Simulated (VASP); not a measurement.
# Si16B (a cell with a defect) in VASP: relaxation of the atoms with PBEsol

Aim: the relaxation of the atoms of Si16B (a cell with a defect) with PBEsol.

Program: VASP 6.6.1. These are calculated values, not measurements. Logs are shortened: lines on timing, memory, paths and dates and some standing lists are left out, and cuts for length are marked.

### Step 1. The cell of the first run

The cell holds a defect, 17 atoms: a = 7.679 Å, b = 7.679 Å, c = 7.679 Å, α = 60.00°, β = 60.00°, γ = 60.00°.

### Step 2. Relaxation of the atoms, PBEsol, collinear spin

Contents of INCAR:

```
SYSTEM = Si16B
PREC = Accurate ; ENCUT = 520
EDIFF = 1E-6 ; ISMEAR = -1
SIGMA = 0.02 ; LREAL = Auto
LASPH = .True. ; NELM = 150
ALGO = Normal ; ISIF = 2
LWAVE = .False. ; LCHARG = .False.
ISPIN = 2 ; MAGMOM = 0 0 0 0 0 0 0 0 0 0 0 0 0 0 0 0 1
LORBIT = 11 ; GGA = PS
IBRION = 2 ; NSW = 45
EDIFFG = -0.08 ; KPAR = 2
```

Contents of KPOINTS:

```
Automatic mesh
0
Gamma
  2 2 2
  0 0 0
```

Contents of POSCAR:

```
Si16B
1.0
    0.0000000000      5.4300000000      5.4300000000
    5.4300000000      0.0000000000      5.4300000000
    5.4300000000      5.4300000000      0.0000000000
Si B
16 1
Direct
    0.0000000000      0.0000000000      0.0000000000
    0.1250000000      0.1250000000      0.1250000000
    0.0000000000      0.0000000000      0.5000000000
    0.1250000000      0.1250000000      0.6250000000
    0.0000000000      0.5000000000      0.0000000000
    0.1250000000      0.6250000000      0.1250000000
    0.0000000000      0.5000000000      0.5000000000
    0.1250000000      0.6250000000      0.6250000000
    0.5000000000      0.0000000000      0.0000000000
    0.6250000000      0.1250000000      0.1250000000
    0.5000000000      0.0000000000      0.5000000000
    0.6250000000      0.1250000000      0.6250000000
    0.5000000000      0.5000000000      0.0000000000
    0.6250000000      0.6250000000      0.1250000000
    0.5000000000      0.5000000000      0.5000000000
    0.6250000000      0.6250000000      0.6250000000
    0.3727540000      0.3751367000      0.8837013000
```

Potentials or basis: VASP PAW PBE potentials, release 64 (Si, B).

Run with:

```
$ cat potpaw_PBE.64/Si/POTCAR potpaw_PBE.64/B/POTCAR > POTCAR
$ mpirun -np 4 vasp_std > vasp.out
```

OUTCAR:

```text
SYSTEM = Si16B
   PREC = Accurate
   ENCUT = 520
   EDIFF = 1E-6
   ISMEAR = -1
   LREAL = Auto
   LASPH = .True.
   NELM = 150
   ISIF = 2
   ISPIN = 2
   LORBIT = 11
   GGA = PS
   IBRION = 2
   NSW = 45
   EDIFFG = -0.08

 ion  position               nearest neighbor table
   1  0.000  0.000  0.000-   2 2.35   4 2.35   6 2.35  10 2.35
   2  0.125  0.125  0.125-   1 2.35   3 2.35   5 2.35   9 2.35
   3  0.000  0.000  0.500-   2 2.35   4 2.35   8 2.35  12 2.35
   4  0.125  0.125  0.625-   1 2.35   3 2.35   7 2.35  11 2.35
   5  0.000  0.500  0.000-  17 2.34   6 2.35   8 2.35  14 2.35   2 2.35
   6  0.125  0.625  0.125-   1 2.35   5 2.35   7 2.35  13 2.35
   7  0.000  0.500  0.500-   4 2.35   6 2.35   8 2.35  16 2.35
   8  0.125  0.625  0.625-   3 2.35   5 2.35   7 2.35  15 2.35
   9  0.500  0.000  0.000-   2 2.35  10 2.35  12 2.35  14 2.35  17 2.35
  10  0.625  0.125  0.125-   1 2.35   9 2.35  11 2.35  13 2.35
  11  0.500  0.000  0.500-   4 2.35  10 2.35  12 2.35  16 2.35
  12  0.625  0.125  0.625-   3 2.35   9 2.35  11 2.35  15 2.35
  13  0.500  0.500  0.000-  17 2.31  10 2.35  14 2.35  16 2.35   6 2.35
  14  0.625  0.625  0.125-   5 2.35   9 2.35  13 2.35  15 2.35
  15  0.500  0.500  0.500-   8 2.35  12 2.35  14 2.35  16 2.35  17 2.41
  16  0.625  0.625  0.625-   7 2.35  11 2.35  13 2.35  15 2.35
  17  0.373  0.375  0.884-  13 2.31   5 2.34   9 2.35  15 2.41

  LATTYP: Found a face centered cubic cell.
 ALAT       =    10.8600000000

  Lattice vectors:

 A1 = (   0.0000000000,   5.4300000000,   5.4300000000)
 A2 = (   5.4300000000,   0.0000000000,   5.4300000000)
 A3 = (   5.4300000000,   5.4300000000,   0.0000000000)

Analysis of symmetry for initial positions (statically):
=====================================================================
 Subroutine PRICEL returns:
 Original cell was already a primitive cell.

 Routine SETGRP: Setting up the symmetry group for a
 face centered cubic supercell.

 Subroutine GETGRP returns: Found  1 space group operations
 (whereof  1 operations were pure point group operations)
 out of a pool of 48 trial point group operations.

The static configuration has the point symmetry C_1 .

Analysis of symmetry for dynamics (positions and initial velocities):
=====================================================================
 Subroutine PRICEL returns:
 Original cell was already a primitive cell.

 Routine SETGRP: Setting up the symmetry group for a
 face centered cubic supercell.

 Subroutine GETGRP returns: Found  1 space group operations
 (whereof  1 operations were pure point group operations)
 out of a pool of 48 trial point group operations.

The dynamic configuration has the point symmetry C_1 .

Analysis of structural, dynamic, and magnetic symmetry:
=====================================================================
 Subroutine PRICEL returns:
 Original cell was already a primitive cell.

 Routine SETGRP: Setting up the symmetry group for a
 face centered cubic supercell.

 Subroutine GETGRP returns: Found  1 space group operations
 (whereof  1 operations were pure point group operations)
 out of a pool of 48 trial point group operations.

The overall configuration has the point symmetry C_1 .

 Subroutine INISYM returns: Found  1 space group operations
 (whereof  1 operations are pure point group operations),
 and found     1 'primitive' translations

----------------------------------------------------------------------------------------

                                     Primitive cell

  volume of cell :     320.2060

  direct lattice vectors                    reciprocal lattice vectors
     0.000000000  5.430000000  5.430000000    -0.092081031  0.092081031  0.092081031
     5.430000000  0.000000000  5.430000000     0.092081031 -0.092081031  0.092081031
     5.430000000  5.430000000  0.000000000     0.092081031  0.092081031 -0.092081031

  length of vectors
     7.679179644  7.679179644  7.679179644     0.159489025  0.159489025  0.159489025

  position of ions in fractional coordinates (direct lattice)
     0.000000000  0.000000000  0.000000000
     0.125000000  0.125000000  0.125000000
     0.000000000  0.000000000  0.500000000
     0.125000000  0.125000000  0.625000000
     0.000000000  0.500000000  0.000000000
     0.125000000  0.625000000  0.125000000
[... 9 lines left out ...]
     0.625000000  0.625000000  0.625000000
     0.372754000  0.375136700  0.883701300

  ion indices of the primitive-cell ions
   primitive index   ion index
                 1           1
                 2           2
                 3           3
[... 42 lines left out ...]
            Coordinates               Weight
  0.000000  0.000000  0.000000      1.000000
  0.500000  0.000000  0.000000      1.000000
  0.000000  0.500000  0.000000      1.000000
  0.000000  0.000000  0.500000      1.000000
  0.500000  0.500000  0.500000      1.000000
  0.500000  0.500000  0.000000      1.000000
  0.000000  0.500000  0.500000      1.000000
  0.500000  0.000000  0.500000      1.000000
   k-points           NKPTS =      8   k-points in BZ     NKDIM =      8   number of bands    NBANDS=     44
   number of dos      NEDOS =    301   number of ions     NIONS =     17
   total plane-waves  NPLWV = 216000
   dimension x,y,z NGX =    60 NGY =   60 NGZ =   60
   dimension x,y,z NGXF=   120 NGYF=  120 NGZF=  120
   ions per type =              16   1
   NGX,Y,Z   is equivalent  to a cutoff of  12.99, 12.99, 12.99 a.u.
   NGXF,Y,Z  is equivalent  to a cutoff of  25.98, 25.98, 25.98 a.u.
 SYSTEM =  Si16B
   PREC   = accura    normal or accurate (medium, high low for compatibility)
   ISTART =      0    job   : 0-new  1-cont  2-samecut
   ICHARG =      2    charge: 1-file 2-atom 10-const
   ISPIN  =      2    spin polarized calculation?
   LNONCOLLINEAR =      F non collinear calculations
   LSORBIT =      F    spin-orbit coupling
   LASPH  =      T    aspherical Exc in radial PAW
   ENCUT  =  520.0 eV  38.22 Ry    6.18 a.u.  14.28 14.28 14.28*2*pi/ulx,y,z
   NELM   =    150;   NELMIN=  2; NELMDL= -5     # of ELM steps
   EDIFF  = 0.1E-05   stopping-criterion for ELM
   LREAL  =      T    real-space projection
   EDIFFG = -.8E-01   stopping-criterion for IOM
   NSW    =     45    number of steps for IOM
   IBRION =      2    ionic relax: 0-MD 1-quasi-New 2-CG
   NFREE  =      1    steps in history (QN), initial steepest desc. (CG)
   ISIF   =      2    stress and relaxation
   ISYM   =      2    0-nonsym 1-usesym 2-fastsym
   POTIM  = 0.5000    time-step for ionic-motion
   TEBEG  =    0.0;   TEEND  =   0.0 temperature during run
   PSTRESS=    0.0 pullay stress
   NELECT =      67.0000    total number of electrons
   NUPDOWN=      -1.0000    fix difference up-down
   EMIN   =  10.00;   EMAX   =-10.00  energy-range for DOS
   EFERMI =   0.00;   METHOD = LEGACY
   ISMEAR =    -1;   SIGMA  =   0.02  broadening in eV -4-tet -1-fermi 0-gaus
   EFERMI_NEDOS =   21; number of points for ismear=-14 and -15
   IALGO  =     38    algorithm
   IMIX   =      4    mixing-type and parameters
     AMIX     =   0.40;   BMIX     =  1.00
     AMIX_MAG =   1.60;   BMIX_MAG =  1.00
  volume/ion in A,a.u.               =      18.84       127.11
  Fermi-wavevector in a.u.,A,eV,Ry     =   0.971904  1.836632 12.852022  0.944597
  Thomas-Fermi vector in A             =   2.102159
   LORBIT       =     11    0 simple, 1 ext, 2 COOP (PROOUT), +10 PAW based schemes
   GGA     = PS    functional components
   LHFCALC =     F    Hartree Fock is set to
   AEXX    =    0.0000 exact exchange contribution
   IVDW    =     0    specifies the selected vdW correction
   LEPSILON=     F    determine dielectric tensor
   LRPA    =     F    only Hartree local field effects (RPA)
 conjugate gradient relaxation of ions
 spin polarized calculation
  energy-cutoff  :      520.00
  volume of cell :      320.21
 maximum number of plane-waves:      8646
 NGX is ok and might be reduce to    60
   NGX = 29   NGY = 29   NGZ = 29

--------------------------------------- Ionic step        1  -------------------------------------------

 number of electron      67.0000004 magnetization       0.3830339

 number of electron      67.0000004 magnetization      -0.0002376

 Free energy of the ion-electron system (eV)
  ---------------------------------------------------
  ext. energy  EPLUGINS =         0.00000000
  ---------------------------------------------------
  free energy    TOTEN  =       -94.20964083 eV

  energy without entropy =      -94.20246673  energy(sigma->0) =      -94.20605378

------------------------ aborting loop because EDIFF is reached ----------------------------------------

  FORCE on cell =-STRESS in cart. coord.  units (eV):
  Direction    XX          YY          ZZ          XY          YZ          ZX
  --------------------------------------------------------------------------------------
  -------------------------------------------------------------------------------------
  Total        2.1285726      2.1151144      2.1009204      0.0696771      0.0029936     -0.0147295
  in kB       10.6504892     10.5831504     10.5121292      0.3486353      0.0149787     -0.0737001
  external PRESSURE =      10.5819229 kB  Pullay stress =       0.0000000 kB
[... 146 lines left out ...]
 number of electron      67.0000001 magnetization      -0.0000000

 number of electron      67.0000001 magnetization       0.0000000

 Free energy of the ion-electron system (eV)
  ---------------------------------------------------
  ext. energy  EPLUGINS =         0.00000000
  ---------------------------------------------------
  free energy    TOTEN  =       -94.28947710 eV

  energy without entropy =      -94.28892282  energy(sigma->0) =      -94.28919996

 E-fermi :   6.2475     XC(G=0):  -9.7075

 val. band max:        6.1519104063   @ k =   0.0000   0.0000   0.5000
 cond. band min:       6.3431304181   @ k =   0.0000   0.0000   0.0000
 fundamental gap:      0.1912200119
 Fermi energy:         6.2475042094

 spin component 1

 k-point     1 :       0.0000    0.0000    0.0000
  band No.  band energies     occupation
      1      -6.3514      1.00000
      2      -3.9302      1.00000
      3      -3.8878      1.00000
      4      -3.8806      1.00000
      5      -3.8368      1.00000
      6      -2.5087      1.00000
[... 365 lines left out ...]
     43       9.5656      0.00000
     44       9.9256      0.00000
 Fermi energy:         6.2475042094

 spin component 2

 k-point     1 :       0.0000    0.0000    0.0000
  band No.  band energies     occupation
      1      -6.3514      1.00000
      2      -3.9302      1.00000
      3      -3.8878      1.00000
      4      -3.8806      1.00000
      5      -3.8368      1.00000
      6      -2.5087      1.00000
[... 409 lines left out ...]
  FREE ENERGIE OF THE ION-ELECTRON SYSTEM (eV)
  ---------------------------------------------------
  free  energy   TOTEN  =       -94.2894770967 eV

  energy  without entropy=      -94.2889228170  energy(sigma->0) =      -94.28919996

 reached required accuracy - stopping structural energy minimisation

 total charge

# of ion       s       p       d       tot
------------------------------------------
    1        0.744   0.950   0.000   1.694
    2        0.758   0.929   0.000   1.687
    3        0.742   0.953   0.000   1.695
    4        0.742   0.951   0.000   1.693
    5        0.740   0.944   0.000   1.684
    6        0.759   0.926   0.000   1.685
[... 9 lines left out ...]
   16        0.757   0.931   0.000   1.688
   17        0.816   0.761   0.000   1.577
--------------------------------------------------
tot         12.817  15.757   0.000  28.575

 magnetization (x)

# of ion       s       p       d       tot
------------------------------------------
    1       -0.000   0.000   0.000   0.000
    2        0.000  -0.000   0.000  -0.000
    3       -0.000  -0.000   0.000  -0.000
    4       -0.000  -0.000   0.000  -0.000
    5        0.000   0.000   0.000   0.000
    6        0.000  -0.000   0.000  -0.000
[... 9 lines left out ...]
   16       -0.000  -0.000   0.000  -0.000
   17        0.000   0.000   0.000   0.000
--------------------------------------------------
tot          0.000  -0.000   0.000  -0.000
```

It took 3.3 min on 4 MPI ranks of Intel Xeon 6975P-C (Granite Rapids), shared host; peak memory 0.45 GiB.

Results:

```
Free energy                                           : -94.2895 eV
Energy gained by relaxing                             : 4.7 meV/atom
Ionic steps                                           : 4
Pressure after relaxing                               : 1.4 GPa
Largest force after relaxing                          : 0.042 eV/Å
Net moment                                            : 0.00 μB per cell
Valence electrons inside the program's atomic spheres : Si 1.69, 1.70, 1.68, 1.67 (each value once); B 1.58
```

Forces in eV/Å, atoms in the order of the input:
```
Si  -0.027 -0.025  0.021
Si  -0.001 -0.002 -0.038
Si   0.013  0.014  0.017
Si   0.001  0.000  0.000
Si   0.003 -0.010  0.000
Si   0.033  0.003  0.000
Si  -0.023  0.011 -0.014
Si  -0.003 -0.028 -0.003
Si  -0.007  0.000  0.003
Si   0.002  0.035  0.001
Si   0.011 -0.020 -0.015
Si  -0.027 -0.002 -0.002
Si   0.006  0.006  0.017
Si   0.031  0.023 -0.010
Si   0.006  0.006 -0.002
Si   0.001  0.002  0.025
B   -0.018 -0.012 -0.002
```

Stress tensor (GPa, compression positive):
```
 1.35 -0.03  0.07
-0.03  1.35  0.09
 0.07  0.09  1.36
```

Step by step:
```
step  energy change (eV)  largest force (eV/Å)  pressure (GPa)
   1              0.0000                0.6193            1.06
   2             -0.0595                0.2799            1.21
   3             -0.0750                0.1382            1.36
   4             -0.0798                0.0425            1.35
```

Final structure:
```yaml
crystal:
  lattice:
    - [0.00000, 5.43000, 5.43000]
    - [5.43000, 0.00000, 5.43000]
    - [5.43000, 5.43000, 0.00000]
  atoms:
    - { symbol: Si, position: [0.99953, 0.99964, 0.00150] }
    - { symbol: Si, position: [0.12313, 0.12294, 0.12711] }
    - { symbol: Si, position: [0.99917, 0.99929, 0.49971] }
    - { symbol: Si, position: [0.12510, 0.12499, 0.62461] }
    - { symbol: Si, position: [0.00855, 0.49712, 0.99675] }
    - { symbol: Si, position: [0.12290, 0.62687, 0.12702] }
    - { symbol: Si, position: [0.99937, 0.50161, 0.49987] }
    - { symbol: Si, position: [0.12352, 0.62705, 0.62251] }
    - { symbol: Si, position: [0.49714, 0.00878, 0.99667] }
    - { symbol: Si, position: [0.62686, 0.12278, 0.12707] }
    - { symbol: Si, position: [0.50168, 0.99942, 0.49982] }
    - { symbol: Si, position: [0.62701, 0.12344, 0.62263] }
    - { symbol: Si, position: [0.49759, 0.49742, 0.99696] }
    - { symbol: Si, position: [0.62489, 0.62514, 0.12562] }
    - { symbol: Si, position: [0.49693, 0.49683, 0.50911] }
    - { symbol: Si, position: [0.62700, 0.62704, 0.62232] }
    - { symbol: B, position: [0.37241, 0.37477, 0.88443] }
```

Levels at points of the mesh, in eV from the Fermi level:
Spin up:
| k point | band 31 | band 32 | band 33 | band 34 | band 35 | band 36 |
| --- | --- | --- | --- | --- | --- | --- |
| (0.00, 0.00, 0.00) | -0.34 | -0.32 | -0.32 | 0.10 | 0.15 | 0.17 |
| (0.50, 0.00, 0.00) | -1.15 | -1.02 | -1.00 | -0.17 | 0.95 | 1.03 |
| (0.00, 0.50, 0.00) | -1.15 | -1.02 | -1.00 | -0.15 | 0.95 | 1.04 |
| (0.00, 0.00, 0.50) | -1.16 | -1.02 | -1.02 | -0.10 | 0.99 | 1.02 |
| (0.50, 0.50, 0.50) | -1.16 | -1.01 | -1.00 | -0.19 | 0.95 | 1.02 |
| (0.50, 0.50, 0.00) | -1.67 | -1.58 | -0.64 | 0.30 | 1.02 | 1.17 |
| (0.00, 0.50, 0.50) | -1.66 | -1.58 | -0.64 | 0.30 | 1.03 | 1.16 |
| (0.50, 0.00, 0.50) | -1.66 | -1.58 | -0.64 | 0.30 | 1.03 | 1.17 |
Spin down:
```csv
k point,band 29,band 30,band 31,band 32,band 33,band 34,band 35,band 36,band 37,band 38
"(0.00, 0.00, 0.00)",-1.46,-1.46,-0.34,-0.32,-0.32,0.10,0.15,0.17,0.42,0.43
"(0.50, 0.00, 0.00)",-1.24,-1.19,-1.15,-1.02,-1.00,-0.17,0.95,1.03,1.18,1.19
"(0.00, 0.50, 0.00)",-1.24,-1.19,-1.15,-1.02,-1.00,-0.15,0.95,1.04,1.18,1.19
"(0.00, 0.00, 0.50)",-1.28,-1.17,-1.16,-1.02,-1.02,-0.10,0.99,1.02,1.18,1.18
"(0.50, 0.50, 0.50)",-1.22,-1.19,-1.16,-1.01,-1.00,-0.19,0.95,1.02,1.19,1.19
"(0.50, 0.50, 0.00)",-1.84,-1.68,-1.67,-1.58,-0.64,0.30,1.02,1.17,1.19,1.33
"(0.00, 0.50, 0.50)",-1.84,-1.69,-1.66,-1.58,-0.64,0.30,1.03,1.16,1.18,1.33
"(0.50, 0.00, 0.50)",-1.84,-1.68,-1.66,-1.58,-0.64,0.30,1.03,1.17,1.18,1.33
```

Caveat: the k points lie up to 0.50 Å⁻¹ apart; the PAW data sets were made with another functional, which shifts forces and pressure a little; the relaxation stopped at a loose force limit of 0.08 eV/Å, so its end isn't a converged minimum.
